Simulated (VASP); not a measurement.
# Li (Immm) in VASP: notebook

Runs on Li. Level: PBE. Tasks: single point, relaxation of cell and atoms.

Everything below comes from runs of VASP 6.6.1. Logs are shortened: lines on timing, memory, paths and dates and some standing lists are left out, and cuts for length are marked.

### 1 The cell of the first run

Symmetry: Immm, No. 71, orthorhombic system. Conventional cell: a = 3.081 Å, b = 3.560 Å, c = 3.839 Å, α = 90.00°, β = 90.00°, γ = 90.00°. Within 4.0 Å of Li (site symmetry mmm) lie 14 Li at 3.04 to 3.84 Å.

### 2 Single point, PBE

File INCAR:

```
SYSTEM = Li
PREC = Accurate ; ENCUT = 520
EDIFF = 1E-7 ; ISMEAR = 0
SIGMA = 0.1 ; LREAL = .FALSE.
LASPH = .TRUE. ; NELM = 80
ALGO = Normal ; ISIF = 2
LWAVE = .FALSE. ; LCHARG = .TRUE.
GGA = PE ; LELF = .TRUE.
LVHAR = .TRUE. ; NBANDS = 8
```

File KPOINTS:

```
regular mesh
0
G
  8 8 8
  0 0 0
```

File POSCAR:

```
Li
1.0
   -1.5402576900      1.7801832900      1.9197165700
    1.5402576900     -1.7801832900      1.9197165700
    1.5402576900      1.7801832900     -1.9197165700
Li
1
Direct
    0.0000000000      0.0000000000      0.0000000000
```

Potentials or basis: VASP PAW PBE potentials, release 64 (Li_sv).

Run with:

```console
cat potpaw_PBE.64/Li_sv/POTCAR > POTCAR
mpirun -np 1 vasp_std > vasp.out
```

OUTCAR:

```text
SYSTEM = Li
   PREC = Accurate
   ENCUT = 520
   EDIFF = 1E-7
   ISMEAR = 0
   LREAL = .FALSE.
   LASPH = .TRUE.
   NELM = 80
   ISIF = 2
   GGA = PE

 ion  position               nearest neighbor table
   1  0.000  0.000  0.000-

  LATTYP: Found a body centered orthorhombic cell.
 ALAT       =     3.0805153800
 B/A-ratio  =     1.1557697790
 C/A-ratio  =     1.2463606463

  Lattice vectors:

 A1 = (  -1.5402576900,   1.7801832900,   1.9197165700)
 A2 = (   1.5402576900,  -1.7801832900,   1.9197165700)
 A3 = (   1.5402576900,   1.7801832900,  -1.9197165700)

Analysis of symmetry for initial positions (statically):
=====================================================================
 Subroutine PRICEL returns:
 Original cell was already a primitive cell.

 Routine SETGRP: Setting up the symmetry group for a
 body centered orthorhombic supercell.

 Subroutine GETGRP returns: Found  8 space group operations
 (whereof  8 operations were pure point group operations)
 out of a pool of  8 trial point group operations.

The static configuration has the point symmetry D_2h.

Analysis of symmetry for dynamics (positions and initial velocities):
=====================================================================
 Subroutine PRICEL returns:
 Original cell was already a primitive cell.

 Routine SETGRP: Setting up the symmetry group for a
 body centered orthorhombic supercell.

 Subroutine GETGRP returns: Found  8 space group operations
 (whereof  8 operations were pure point group operations)
 out of a pool of  8 trial point group operations.

The dynamic configuration has the point symmetry D_2h.

 Subroutine INISYM returns: Found  8 space group operations
 (whereof  8 operations are pure point group operations),
 and found     1 'primitive' translations

----------------------------------------------------------------------------------------

                                     Primitive cell

  volume of cell :      21.0550

  direct lattice vectors                    reciprocal lattice vectors
    -1.540257690  1.780183290  1.919716570     0.000000000  0.280869955  0.260455115
     1.540257690 -1.780183290  1.919716570     0.324621005  0.000000000  0.260455115
     1.540257690  1.780183290 -1.919716570     0.324621005  0.280869955  0.000000000

  length of vectors
     3.037557902  3.037557902  3.037557902     0.383046731  0.416191860  0.429263006

  position of ions in fractional coordinates (direct lattice)
     0.000000000  0.000000000  0.000000000

  ion indices of the primitive-cell ions
   primitive index   ion index
                 1           1

----------------------------------------------------------------------------------------

 KPOINTS: regular mesh

Automatic generation of k-mesh.
 Grid dimensions read from file:
 generate k-points for:    8    8    8

 Generating k-lattice:

  Cartesian coordinates                     Fractional coordinates (reciprocal lattice)
     0.000000000  0.035108744  0.032556889     0.125000000 -0.000000000  0.000000000
     0.040577626  0.000000000  0.032556889    -0.000000000  0.125000000  0.000000000
     0.040577626  0.035108744  0.000000000     0.000000000  0.000000000  0.125000000

  Length of vectors
     0.047880841  0.052023982  0.053657876

  Shift w.r.t. Gamma in fractional coordinates (k-lattice)
     0.000000000  0.000000000  0.000000000

 Subroutine IBZKPT returns following result:
 ===========================================

 Found     95 irreducible k-points:

 Following reciprocal coordinates:
            Coordinates               Weight
  0.000000  0.000000  0.000000      1.000000
  0.125000 -0.000000  0.000000      4.000000
  0.250000 -0.000000  0.000000      4.000000
  0.375000 -0.000000  0.000000      4.000000
  0.500000 -0.000000  0.000000      2.000000
 -0.000000  0.125000  0.000000      4.000000
[... 16 lines left out ...]
  0.125000  0.375000  0.000000      8.000000
  0.250000  0.375000  0.000000      8.000000
 [... further k-points ...]
   k-points           NKPTS =     95   k-points in BZ     NKDIM =     95   number of bands    NBANDS=      8
   number of dos      NEDOS =    301   number of ions     NIONS =      1
   total plane-waves  NPLWV =  13824
   dimension x,y,z NGX =    24 NGY =   24 NGZ =   24
   dimension x,y,z NGXF=    48 NGYF=   48 NGZF=   48
   ions per type =               1
   NGX,Y,Z   is equivalent  to a cutoff of  13.14, 13.14, 13.14 a.u.
   NGXF,Y,Z  is equivalent  to a cutoff of  26.27, 26.27, 26.27 a.u.
 SYSTEM =  Li
   PREC   = accura    normal or accurate (medium, high low for compatibility)
   ISTART =      0    job   : 0-new  1-cont  2-samecut
   ICHARG =      2    charge: 1-file 2-atom 10-const
   ISPIN  =      1    spin polarized calculation?
   LNONCOLLINEAR =      F non collinear calculations
   LSORBIT =      F    spin-orbit coupling
   LASPH  =      T    aspherical Exc in radial PAW
   ENCUT  =  520.0 eV  38.22 Ry    6.18 a.u.   5.65  5.65  5.65*2*pi/ulx,y,z
   NELM   =     80;   NELMIN=  2; NELMDL= -5     # of ELM steps
   EDIFF  = 0.1E-06   stopping-criterion for ELM
   LREAL  =      F    real-space projection
   EDIFFG = 0.1E-05   stopping-criterion for IOM
   NSW    =      0    number of steps for IOM
   IBRION =     -1    ionic relax: 0-MD 1-quasi-New 2-CG
   NFREE  =      0    steps in history (QN), initial steepest desc. (CG)
   ISIF   =      2    stress and relaxation
   ISYM   =      2    0-nonsym 1-usesym 2-fastsym
   POTIM  = 0.5000    time-step for ionic-motion
   TEBEG  =    0.0;   TEEND  =   0.0 temperature during run
   PSTRESS=    0.0 pullay stress
   NELECT =       3.0000    total number of electrons
   NUPDOWN=      -1.0000    fix difference up-down
   EMIN   =  10.00;   EMAX   =-10.00  energy-range for DOS
   EFERMI =   0.00;   METHOD = LEGACY
   ISMEAR =     0;   SIGMA  =   0.10  broadening in eV -4-tet -1-fermi 0-gaus
   EFERMI_NEDOS =   21; number of points for ismear=-14 and -15
   IALGO  =     38    algorithm
   IMIX   =      4    mixing-type and parameters
     AMIX     =   0.40;   BMIX     =  1.00
     AMIX_MAG =   1.60;   BMIX_MAG =  1.00
  volume/ion in A,a.u.               =      21.05       142.09
  Fermi-wavevector in a.u.,A,eV,Ry     =   0.855061  1.615830  9.947607  0.731128
  Thomas-Fermi vector in A             =   1.971752
   LORBIT       =      0    0 simple, 1 ext, 2 COOP (PROOUT), +10 PAW based schemes
   GGA     = PE    functional components
   LHFCALC =     F    Hartree Fock is set to
   AEXX    =    0.0000 exact exchange contribution
   IVDW    =     0    specifies the selected vdW correction
   LEPSILON=     F    determine dielectric tensor
   LRPA    =     F    only Hartree local field effects (RPA)
 non-spin polarized calculation
 Gauss-broadening in eV      SIGMA  =   0.10
  energy-cutoff  :      520.00
  volume of cell :       21.05
 maximum number of plane-waves:       579
   NGX = 11   NGY = 11   NGZ = 11

 number of electron       3.0000001 magnetization

 Free energy of the ion-electron system (eV)
  ---------------------------------------------------
  ext. energy  EPLUGINS =         0.00000000
  ---------------------------------------------------
  free energy    TOTEN  =        -1.89087179 eV

  energy without entropy =       -1.88827163  energy(sigma->0) =       -1.88957171

 E-fermi :   0.4474     XC(G=0):  -6.9522

 val. band max:        0.4080482676   @ k =   0.5000   0.2500   0.1250
 cond. band min:       0.4558410618   @ k =   0.5000   0.2500   0.0000
 fundamental gap:      0.0477927942
 Fermi energy:         0.4473727880

 k-point     1 :       0.0000    0.0000    0.0000
  band No.  band energies     occupation
      1     -46.0923      2.00000
      2      -2.9874      2.00000
      3      13.7212      0.00000
      4      13.8660      0.00000
      5      15.6922      0.00000
      6      16.8068      0.00000
      7      18.5851      0.00000
      8      20.4664      0.00000

 k-point     2 :       0.1250   -0.0000    0.0000
  band No.  band energies     occupation
      1     -46.0903      2.00000
      2      -2.7289      2.00000
      3      11.1314      0.00000
      4      13.9107      0.00000
      5      14.9252      0.00000
      6      17.8868      0.00000
      7      18.6733      0.00000
      8      19.6778      0.00000

 k-point     3 :       0.2500   -0.0000    0.0000
  band No.  band energies     occupation
      1     -46.0853      2.00000
      2      -1.9572      2.00000
      3       7.5827      0.00000
      4      13.7262      0.00000
      5      14.1316      0.00000
      6      17.7358      0.00000
      7      18.0134      0.00000
      8      18.6795      0.00000

 k-point     4 :       0.3750   -0.0000    0.0000
  band No.  band energies     occupation
      1     -46.0803      2.00000
      2      -0.7300      2.00000
      3       4.5793      0.00000
      4      12.8937      0.00000
      5      14.2139      0.00000
      6      16.9695      0.00000
      7      17.9244      0.00000
      8      19.0762      0.00000

 k-point     5 :       0.5000   -0.0000    0.0000
  band No.  band energies     occupation
      1     -46.0782      2.00000
      2       0.2795      1.98243
      3       2.9672      0.00000
      4      12.6052      0.00000
      5      14.1964      0.00000
      6      16.6188      0.00000
      7      18.2850      0.00000
      8      19.3962      0.00000

 k-point     6 :      -0.0000    0.1250    0.0000
  band No.  band energies     occupation
      1     -46.0896      2.00000
      2      -2.6819      2.00000
      3      12.6867      0.00000
      4      13.3399      0.00000
      5      13.7080      0.00000
      6      17.5406      0.00000
      7      17.7051      0.00000
      8      19.7537      0.00000

 k-point     7 :       0.1250    0.1250    0.0000
  band No.  band energies     occupation
      1     -46.0861      2.00000
      2      -2.1823      2.00000
      3       9.5957      0.00000
      4      12.2201      0.00000
      5      13.5704      0.00000
      6      16.8273      0.00000
      7      18.7237      0.00000
      8      19.6673      0.00000
[... 133 lines left out ...]
 k-point    20 :      -0.2500    0.2500    0.0000
  band No.  band energies     occupation
      1     -46.0827      2.00000
      2      -1.6831      2.00000
      3      10.3583      0.00000
      4      10.9006      0.00000
      5      11.8338      0.00000
      6      14.3242      0.00000
      7      16.1701      0.00000
      8      21.3838      0.00000

 k-point    21 :      -0.1250    0.2500    0.0000
  band No.  band energies     occupation
      1     -46.0843      2.00000
      2      -1.9838      2.00000
      3      11.1525      0.00000
      4      11.5888      0.00000
      5      12.1945      0.00000
      6      16.0380      0.00000
      7      16.4254      0.00000
      8      18.9843      0.00000

 k-point    22 :      -0.0000    0.3750    0.0000
  band No.  band energies     occupation
      1     -46.0764      2.00000
      2      -0.2859      2.00000
      3       5.9387      0.00000
      4      10.7065      0.00000
      5      11.9102      0.00000
      6      14.0893      0.00000
      7      16.8869      0.00000
      8      19.9672      0.00000

 k-point    23 :       0.1250    0.3750    0.0000
  band No.  band energies     occupation
      1     -46.0743      2.00000
      2       0.6180      0.01584
      3       4.8357      0.00000
      4       8.8277      0.00000
      5      11.2347      0.00000
      6      15.7325      0.00000
      7      17.6281      0.00000
      8      20.3624      0.00000

 k-point    24 :       0.2500    0.3750    0.0000
  band No.  band energies     occupation
      1     -46.0727      2.00000
      2       1.9640      0.00000
      3       3.7902      0.00000
      4       6.9319      0.00000
      5      10.8455      0.00000
      6      16.8601      0.00000
      7      17.6144      0.00000
      8      22.3540      0.00000

 [... further k-points ...]

------------------------ aborting loop because EDIFF is reached ----------------------------------------

  FORCE on cell =-STRESS in cart. coord.  units (eV):
  Direction    XX          YY          ZZ          XY          YZ          ZX
  --------------------------------------------------------------------------------------
  -------------------------------------------------------------------------------------
  Total        0.0694145     -0.1980370     -0.0904085      0.0000000      0.0000000      0.0000000
  in kB        5.2820902    -15.0695987     -6.8796233      0.0000000      0.0000000      0.0000000
  external PRESSURE =      -5.5557106 kB  Pullay stress =       0.0000000 kB

 VOLUME and BASIS-vectors are now :
 -----------------------------------------------------------------------------
  energy-cutoff  :      520.00
  volume of cell :       21.05
      direct lattice vectors                 reciprocal lattice vectors
    -1.540257690  1.780183290  1.919716570     0.000000000  0.280869955  0.260455115
     1.540257690 -1.780183290  1.919716570     0.324621005  0.000000000  0.260455115
     1.540257690  1.780183290 -1.919716570     0.324621005  0.280869955  0.000000000

 POSITION                                       TOTAL-FORCE (eV/Angst)
 -----------------------------------------------------------------------------------
      0.00000      0.00000      0.00000        -0.000000      0.000000      0.000000
 -----------------------------------------------------------------------------------
    total drift:                                0.000000      0.000000     -0.000000

  FREE ENERGIE OF THE ION-ELECTRON SYSTEM (eV)
  ---------------------------------------------------
  free  energy   TOTEN  =        -1.8908717947 eV

  energy  without entropy=       -1.8882716303  energy(sigma->0) =       -1.88957171
```

It took 5.1 s on 1 thread of Intel Xeon 6975P-C (Granite Rapids), shared host; peak memory 0.13 GiB.

Results:

| Property | Result |
| --- | --- |
| Free energy | -1.8909 eV |
| Band gap on the k mesh | zero (an odd number of electrons rules out a gap without spin polarisation) |

Caveat: the cutoff is under 1.25 times the usual one of these potentials, so pressure, stress and relaxed cells hold a basis-set (Pulay) error.

### 3 Relaxation of cell and atoms, PBE

File INCAR:

```
PREC = Accurate ; ENCUT = 600
EDIFF = 1E-6 ; ISMEAR = 0
SIGMA = 0.1 ; LREAL = False
LASPH = True ; NELM = 100
ALGO = Fast ; ISIF = 3
LWAVE = False ; LCHARG = False
GGA = PE ; IBRION = 2
NSW = 100 ; EDIFFG = -0.01
```

File KPOINTS:

```
Automatic mesh
0
Gamma
  24 24 24
```

POSCAR is that of step 2.

Potentials or basis: VASP PAW PBE potentials, release 64 (Li_sv).

Run with:

```console
cat potpaw_PBE.64/Li_sv/POTCAR > POTCAR
mpirun -np 1 vasp_std > vasp.out
```

It took 7.9 min on 1 thread of Intel Xeon 6975P-C (Granite Rapids), shared host; peak memory 0.41 GiB.

It converged, with:

```
Free energy                           : -1.9067 eV
Relaxed volume                        : 20.09 Å³/atom
Relaxed cell                          : a = 2.975 Å, b = 2.975 Å, c = 2.975 Å, α = 112.86°, β = 112.42°, γ = 103.30°
Space group after relaxing (to 0.1 Å) : I4/mmm (No. 139)
Energy gained by relaxing             : 8.3 meV/atom
Ionic steps                           : 11
Pressure after relaxing               : 0.0 GPa
Band gap on the k mesh                : zero (an odd number of electrons rules out a gap without spin polarisation)
```

The path:
```csv
step,energy change (eV),largest force (eV/Å),pressure (GPa),volume (Å³)
1,0.0000,0.0000,-0.60,21.05
2,-0.0017,0.0000,-0.51,20.81
3,-0.0050,0.0000,-0.05,20.10
4,-0.0033,0.0000,1.07,18.69
5,-0.0057,0.0000,0.30,19.60
6,-0.0065,0.0000,0.22,19.71
7,-0.0079,0.0000,0.04,20.02
8,-0.0076,0.0000,-0.35,20.60
9,-0.0082,0.0000,-0.18,20.27
10,-0.0082,0.0000,-0.12,20.22
11,-0.0083,0.0000,-0.03,20.09
```

Final structure:
```cif
data_structure
_symmetry_space_group_name_H-M 'P 1'
_symmetry_Int_Tables_number 1
_cell_length_a 2.9747
_cell_length_b 2.9747
_cell_length_c 2.9747
_cell_angle_alpha 112.857
_cell_angle_beta 112.425
_cell_angle_gamma 103.303
_cell_volume 20.09
loop_
_atom_site_label
_atom_site_type_symbol
_atom_site_fract_x
_atom_site_fract_y
_atom_site_fract_z
_atom_site_occupancy
Li1 Li 0.00000 0.00000 0.00000 1
```

Levels at points of the mesh, in eV from the Fermi level:
```csv
k point,band 1,band 2,band 3,band 4,band 5
"(0.00, 0.00, 0.00)",-46.52,-3.59,14.40,14.67,14.74
"(0.50, 0.00, 0.00)",-46.50,0.07,3.07,11.04,12.64
"(0.00, 0.50, 0.00)",-46.50,0.10,3.10,10.96,12.53
"(0.50, 0.50, 0.00)",-46.50,0.60,3.73,9.52,10.57
"(0.50, 0.50, 0.50)",-46.49,4.00,6.34,6.48,6.87
```

Caveat: the cutoff is under 1.25 times the usual one of these potentials, so pressure, stress and relaxed cells hold a basis-set (Pulay) error.

The gap in the log of VASP goes by the Fermi energy; the results here count the filled bands.